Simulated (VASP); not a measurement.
# HgSe2 (P4/nmm) in VASP: relaxation of cell and atoms with PBE+D3(BJ)

Aim: the relaxation of cell and atoms of HgSe2 with PBE+D3(BJ).

All numbers are computed with VASP 6.6.1; they aren't measurements. Logs are shortened: lines on timing, memory, paths and dates and some standing lists are left out, and cuts for length are marked.

## Step 1: The cell of the first run

It takes space group P4/nmm (No. 129, tetragonal). The conventional cell has a = 4.069 Å, b = 4.069 Å, c = 9.833 Å, α = 90.00°, β = 90.00°, γ = 90.00°. Within 3.8 Å of Hg (site symmetry -4m2) lie 4 Hg at 2.88 Å and 4 Se at 3.18 Å. Within 3.1 Å of Se (site symmetry 4mm) lie 5 Se at 2.31 to 2.90 Å. Within 3.1 Å of Se (site symmetry 4mm) lie 1 Se at 2.31 Å.

## Step 2: Relaxation of cell and atoms, PBE+D3(BJ)

The input, INCAR:

```
SYSTEM = HgSe2
  PREC = Accurate
  ENCUT = 500
  EDIFF = 1E-7
  ISMEAR = 0
  SIGMA = 0.1
  LREAL = .False.
  LASPH = .True.
  NELM = 120
  ALGO = Normal
  ISIF = 3
  LWAVE = .False.
  LCHARG = .False.
  GGA = PE
  IVDW = 12
  IBRION = 2
  NSW = 100
  EDIFFG = -0.01
  GGA_COMPAT = .False.
  NELMIN = 4
```

The input, KPOINTS:

```
Automatic mesh
0
Gamma
  10 10 4
  0 0 0
```

The input, POSCAR:

```
HgSe2
1.0
    4.0691198702      0.0000000000      0.0000000000
    0.0000000000      4.0691198702      0.0000000000
    0.0000000000      0.0000000000      9.8329154180
Hg Se
2 4
Direct
    0.5000000000      0.5000000000      0.5000000000
    0.0000000000      0.0000000000      0.5000000000
    0.0000000000      0.5000000000      0.0164813166
    0.5000000000      0.0000000000      0.9835186834
    0.5000000000      0.0000000000      0.7485612429
    0.0000000000      0.5000000000      0.2514387571
```

Potentials or basis: VASP PAW PBE potentials, release 64 (Hg, Se).

Run with:

```bash
cat potpaw_PBE.64/Hg/POTCAR potpaw_PBE.64/Se/POTCAR > POTCAR
mpirun -np 1 vasp_std > vasp.out
```

OUTCAR:

```text
SYSTEM = HgSe2
   PREC = Accurate
   ENCUT = 500
   EDIFF = 1E-7
   ISMEAR = 0
   LREAL = .False.
   LASPH = .True.
   NELM = 120
   ISIF = 3
   GGA = PE
   IVDW = 12
   IBRION = 2
   NSW = 100
   EDIFFG = -0.01
   NELMIN = 4
 IVDW          = 12

 ion  position               nearest neighbor table
   1  0.500  0.500  0.500-   2 2.88   2 2.88   2 2.88   2 2.88   5 3.18   6 3.18   6 3.18   5 3.18

   2  0.000  0.000  0.500-   1 2.88   1 2.88   1 2.88   1 2.88   6 3.18   6 3.18   5 3.18   5 3.18

   3  0.000  0.500  0.016-   6 2.31
   4  0.500  0.000  0.984-   5 2.31
   5  0.500  0.000  0.749-   4 2.31   2 3.18   1 3.18   1 3.18   2 3.18
   6  0.000  0.500  0.251-   3 2.31   2 3.18   1 3.18   2 3.18   1 3.18

  LATTYP: Found a simple tetragonal cell.
 ALAT       =     4.0691198702
 C/A-ratio  =     2.4164722917

  Lattice vectors:

 A1 = (   4.0691198702,   0.0000000000,   0.0000000000)
 A2 = (   0.0000000000,   4.0691198702,   0.0000000000)
 A3 = (   0.0000000000,   0.0000000000,   9.8329154180)

Analysis of symmetry for initial positions (statically):
=====================================================================
 Subroutine PRICEL returns:
 Original cell was already a primitive cell.

 Routine SETGRP: Setting up the symmetry group for a
 simple tetragonal supercell.

 Subroutine GETGRP returns: Found 16 space group operations
 (whereof  8 operations were pure point group operations)
 out of a pool of 16 trial point group operations.

The static configuration has the point symmetry D_2d.
 The point group associated with its full space group is D_4h.

Analysis of symmetry for dynamics (positions and initial velocities):
=====================================================================
 Subroutine PRICEL returns:
 Original cell was already a primitive cell.

 Routine SETGRP: Setting up the symmetry group for a
 simple tetragonal supercell.

 Subroutine GETGRP returns: Found 16 space group operations
 (whereof  8 operations were pure point group operations)
 out of a pool of 16 trial point group operations.

The dynamic configuration has the point symmetry D_2d.
 The point group associated with its full space group is D_4h.

 Subroutine INISYM returns: Found 16 space group operations
 (whereof  8 operations are pure point group operations),
 and found     1 'primitive' translations

----------------------------------------------------------------------------------------

                                     Primitive cell

  volume of cell :     162.8108

  direct lattice vectors                    reciprocal lattice vectors
     4.069119870  0.000000000  0.000000000     0.245753389  0.000000000  0.000000000
     0.000000000  4.069119870  0.000000000     0.000000000  0.245753389  0.000000000
     0.000000000  0.000000000  9.832915418     0.000000000  0.000000000  0.101699237

  length of vectors
     4.069119870  4.069119870  9.832915418     0.245753389  0.245753389  0.101699237

  position of ions in fractional coordinates (direct lattice)
     0.500000000  0.500000000  0.500000000
     0.000000000  0.000000000  0.500000000
     0.000000000  0.500000000  0.016481317
     0.500000000  0.000000000  0.983518683
     0.500000000  0.000000000  0.748561243
     0.000000000  0.500000000  0.251438757

  ion indices of the primitive-cell ions
   primitive index   ion index
                 1           1
                 2           2
                 3           3
                 4           4
                 5           5
                 6           6

----------------------------------------------------------------------------------------

 KPOINTS: Automatic mesh

Automatic generation of k-mesh.
 Grid dimensions read from file:
 generate k-points for:   10   10    4

 Generating k-lattice:

  Cartesian coordinates                     Fractional coordinates (reciprocal lattice)
     0.024575339  0.000000000  0.000000000     0.100000000  0.000000000  0.000000000
     0.000000000  0.024575339  0.000000000     0.000000000  0.100000000  0.000000000
     0.000000000  0.000000000  0.025424809     0.000000000  0.000000000  0.250000000

  Length of vectors
     0.024575339  0.024575339  0.025424809

  Shift w.r.t. Gamma in fractional coordinates (k-lattice)
     0.000000000  0.000000000  0.000000000

 Subroutine IBZKPT returns following result:
 ===========================================

 Found     63 irreducible k-points:

 Following reciprocal coordinates:
            Coordinates               Weight
  0.000000  0.000000  0.000000      1.000000
  0.100000  0.000000  0.000000      4.000000
  0.200000  0.000000  0.000000      4.000000
  0.300000  0.000000  0.000000      4.000000
  0.400000  0.000000  0.000000      4.000000
  0.500000  0.000000  0.000000      2.000000
[... 16 lines left out ...]
  0.100000  0.000000  0.250000      8.000000
  0.200000  0.000000  0.250000      8.000000
 [... further k-points ...]
   k-points           NKPTS =     63   k-points in BZ     NKDIM =     63   number of bands    NBANDS=     28
   number of dos      NEDOS =    301   number of ions     NIONS =      6
   total plane-waves  NPLWV =  64800
   dimension x,y,z NGX =    30 NGY =   30 NGZ =   72
   dimension x,y,z NGXF=    60 NGYF=   60 NGZF=  144
   ions per type =               2   4
   NGX,Y,Z   is equivalent  to a cutoff of  12.26, 12.26, 12.17 a.u.
   NGXF,Y,Z  is equivalent  to a cutoff of  24.51, 24.51, 24.35 a.u.
 SYSTEM =  HgSe2
   PREC   = accura    normal or accurate (medium, high low for compatibility)
   ISTART =      0    job   : 0-new  1-cont  2-samecut
   ICHARG =      2    charge: 1-file 2-atom 10-const
   ISPIN  =      1    spin polarized calculation?
   LNONCOLLINEAR =      F non collinear calculations
   LSORBIT =      F    spin-orbit coupling
   LASPH  =      T    aspherical Exc in radial PAW
   ENCUT  =  500.0 eV  36.75 Ry    6.06 a.u.   7.42  7.42 17.93*2*pi/ulx,y,z
   NELM   =    120;   NELMIN=  4; NELMDL= -5     # of ELM steps
   EDIFF  = 0.1E-06   stopping-criterion for ELM
   LREAL  =      F    real-space projection
   EDIFFG = -.1E-01   stopping-criterion for IOM
   NSW    =    100    number of steps for IOM
   IBRION =      2    ionic relax: 0-MD 1-quasi-New 2-CG
   NFREE  =      1    steps in history (QN), initial steepest desc. (CG)
   ISIF   =      3    stress and relaxation
   ISYM   =      2    0-nonsym 1-usesym 2-fastsym
   POTIM  = 0.5000    time-step for ionic-motion
   TEBEG  =    0.0;   TEEND  =   0.0 temperature during run
   PSTRESS=    0.0 pullay stress
   NELECT =      48.0000    total number of electrons
   NUPDOWN=      -1.0000    fix difference up-down
   EMIN   =  10.00;   EMAX   =-10.00  energy-range for DOS
   EFERMI =   0.00;   METHOD = LEGACY
   ISMEAR =     0;   SIGMA  =   0.10  broadening in eV -4-tet -1-fermi 0-gaus
   EFERMI_NEDOS =   21; number of points for ismear=-14 and -15
   IALGO  =     38    algorithm
   IMIX   =      4    mixing-type and parameters
     AMIX     =   0.40;   BMIX     =  1.00
     AMIX_MAG =   1.60;   BMIX_MAG =  1.00
  volume/ion in A,a.u.               =      27.14       183.12
  Fermi-wavevector in a.u.,A,eV,Ry     =   1.089584  2.059016 16.152753  1.187194
  Thomas-Fermi vector in A             =   2.225791
   LORBIT       =      0    0 simple, 1 ext, 2 COOP (PROOUT), +10 PAW based schemes
   GGA     = PE    functional components
   LHFCALC =     F    Hartree Fock is set to
   AEXX    =    0.0000 exact exchange contribution
   IVDW    =    12    specifies the selected vdW correction
   LEPSILON=     F    determine dielectric tensor
   LRPA    =     F    only Hartree local field effects (RPA)
 conjugate gradient relaxation of ions
 non-spin polarized calculation
 Gauss-broadening in eV      SIGMA  =   0.10
  energy-cutoff  :      500.00
  volume of cell :      162.81
 maximum number of plane-waves:      4211
 NGX is ok and might be reduce to    30
   NGX = 15   NGY = 15   NGZ = 35

--------------------------------------- Ionic step        1  -------------------------------------------

 number of electron      48.0000000 magnetization

 Free energy of the ion-electron system (eV)
  ---------------------------------------------------
  ext. energy  EPLUGINS =         0.00000000
  ---------------------------------------------------
  free energy    TOTEN  =       -13.16817771 eV

  energy without entropy =      -13.15058103  energy(sigma->0) =      -13.15937937

------------------------ aborting loop because EDIFF is reached ----------------------------------------

 Edisp (eV)   -2.00719

 E8    (eV) :    -0.8505

  FORCE on cell =-STRESS in cart. coord.  units (eV):
  Direction    XX          YY          ZZ          XY          YZ          ZX
  --------------------------------------------------------------------------------------
  -------------------------------------------------------------------------------------
  Total       0.48069     0.48069    -0.06734     0.00000     0.00000     0.00000
  in kB       4.73031     4.73031    -0.66268     0.00000     0.00000     0.00000
  external pressure =        2.93 kB  Pullay stress =        0.00 kB
[... 289 lines left out ...]
  energy  without entropy=      -15.1615744362  energy(sigma->0) =      -15.17011705

--------------------------------------- Ionic step        8  -------------------------------------------

 number of electron      47.9999997 magnetization

 Free energy of the ion-electron system (eV)
  ---------------------------------------------------
  ext. energy  EPLUGINS =         0.00000000
  ---------------------------------------------------
  free energy    TOTEN  =       -13.19592675 eV

  energy without entropy =      -13.17890279  energy(sigma->0) =      -13.18741477

 E-fermi :   2.1883     XC(G=0):  -9.1594

 val. band max:        2.1797261467   @ k =   0.5000   0.0000   0.0000
 cond. band min:       2.1919715946   @ k =   0.3000   0.1000   0.2500
 fundamental gap:      0.0122454479
 Fermi energy:         2.1882626964

 k-point     1 :       0.0000    0.0000    0.0000
  band No.  band energies     occupation
      1     -13.4130      2.00000
      2     -11.6182      2.00000
      3      -9.7779      2.00000
      4      -8.4099      2.00000
      5      -5.9915      2.00000
      6      -5.9202      2.00000
[... 733 lines left out ...]
     27       4.0582      0.00000
     28       5.0948      0.00000

 [... further k-points ...]

------------------------ aborting loop because EDIFF is reached ----------------------------------------

 Edisp (eV)   -1.98284

 E8    (eV) :    -0.8400

  FORCE on cell =-STRESS in cart. coord.  units (eV):
  Direction    XX          YY          ZZ          XY          YZ          ZX
  --------------------------------------------------------------------------------------
  -------------------------------------------------------------------------------------
  Total       0.00092     0.00092     0.01658     0.00000     0.00000    -0.00000
  in kB       0.00899     0.00899     0.16137     0.00000     0.00000    -0.00000
  external pressure =        0.06 kB  Pullay stress =        0.00 kB
[... 21 lines left out ...]
  FREE ENERGIE OF THE ION-ELECTRON SYSTEM (eV)
  ---------------------------------------------------
  free  energy   TOTEN  =       -15.1787617790 eV

  energy  without entropy=      -15.1617378160  energy(sigma->0) =      -15.17024980

 reached required accuracy - stopping structural energy minimisation
```

It took 7.7 min on 1 thread of Intel Xeon 6975P-C (Granite Rapids), shared host; peak memory 0.42 GiB.

What came out:

| Item | Value |
| --- | --- |
| Free energy | -15.1788 eV |
| Relaxed volume | 27.44 Å³/atom |
| Relaxed cell | a = 4.098 Å, b = 4.098 Å, c = 9.807 Å, α = 90.00°, β = 90.00°, γ = 90.00° |
| Space group after relaxing (to 0.05 Å) | P4/nmm (No. 129) |
| Energy gained by relaxing | 0.6 meV/atom |
| Ionic steps | 8 |
| Pressure after relaxing | 0.0 GPa |
| Largest force after relaxing | 0.010 eV/Å |
| Band gap on the k mesh | zero (band 24 reaches 3.74 eV, above the bottom of band 25 at 1.92 eV) |
| Dispersion energy per atom | -0.330 eV |

Forces on the atoms (eV/Å):
```
Hg   0.000  0.000  0.000
Hg   0.000  0.000  0.000
Se   0.000  0.000 -0.004
Se   0.000  0.000  0.004
Se   0.000  0.000 -0.010
Se   0.000  0.000  0.010
```

Step by step:
| step | energy change (eV) | largest force (eV/Å) | pressure (GPa) | volume (Å³) |
| --- | --- | --- | --- | --- |
| 1 | 0.0000 | 0.0136 | 0.29 | 162.81 |
| 2 | -0.0026 | 0.0207 | 0.08 | 163.98 |
| 3 | -0.0032 | 0.0258 | -0.06 | 164.84 |
| 4 | -0.0032 | 0.0256 | -0.06 | 164.80 |
| 5 | -0.0032 | 0.0435 | 0.07 | 164.62 |
| 6 | -0.0032 | 0.0248 | 0.01 | 164.71 |
| 7 | -0.0033 | 0.0209 | 0.01 | 164.69 |
| 8 | -0.0034 | 0.0097 | 0.01 | 164.65 |

Final structure:
```yaml
crystal:
  lattice:
    - [4.09750, 0.00000, 0.00000]
    - [0.00000, 4.09750, 0.00000]
    - [0.00000, 0.00000, 9.80694]
  atoms:
    - { symbol: Hg, position: [0.50000, 0.50000, 0.50000] }
    - { symbol: Hg, position: [0.00000, 0.00000, 0.50000] }
    - { symbol: Se, position: [0.00000, 0.50000, 0.01682] }
    - { symbol: Se, position: [0.50000, 0.00000, 0.98318] }
    - { symbol: Se, position: [0.50000, 0.00000, 0.74809] }
    - { symbol: Se, position: [0.00000, 0.50000, 0.25191] }
```

Caveat: spin-orbit coupling is left out, which moves the levels of the heavy elements; pairwise dispersion overbinds metals, which lowers pressure and volume.
